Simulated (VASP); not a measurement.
Here is a VASP 6.6.1 calculation.

File INCAR:

```
PREC     = Accurate       # precision mode
ENCUT    = 520            # plane-wave cutoff, eV
EDIFF    = 1E-6           # SCF threshold, eV
ISMEAR   = 0              # smearing method
SIGMA    = 0.05           # smearing width, eV
LREAL    = False          # projectors in reciprocal space
LASPH    = True           # aspherical terms in the spheres
NELM     = 60             # most SCF steps
ALGO     = Normal         # electronic algorithm
ISIF     = 2              # what is computed and relaxed
LWAVE    = False          # write WAVECAR
LCHARG   = False          # write CHGCAR
GGA      = PE             # functional
NBANDS   = 24             # bands
```

File KPOINTS:

```
Automatic mesh
0
Gamma
  6 6 6
```

Contents of POSCAR:

```
KMgF3
1.0
    3.9885460325      0.1035985982      0.1035985982
    0.1035985982      3.9885460325      0.1035985982
    0.1035985982      0.1035985982      3.9885460325
K Mg F
1 1 3
Direct
    0.5000000000      0.5000000000      0.5000000000
    0.0000000000      0.0000000000      0.0000000000
    0.5000000000      0.0000000000      0.0000000000
    0.0000000000      0.5000000000      0.0000000000
    0.0000000000      0.0000000000      0.5000000000
```

Potentials or basis: VASP PAW PBE potentials, release 64 (K_sv, Mg, F).

Launch:

```sh
$ cat potpaw_PBE.64/K_sv/POTCAR potpaw_PBE.64/Mg/POTCAR potpaw_PBE.64/F/POTCAR > POTCAR
$ mpirun -np 1 vasp_std > vasp.out
```

(1) What does it give for the pressure?

(2) What does it give for the band gap on the k mesh?

Answers

(1) 3.5 GPa.

(2) 7.21 eV, indirect (least direct gap 7.44 eV).
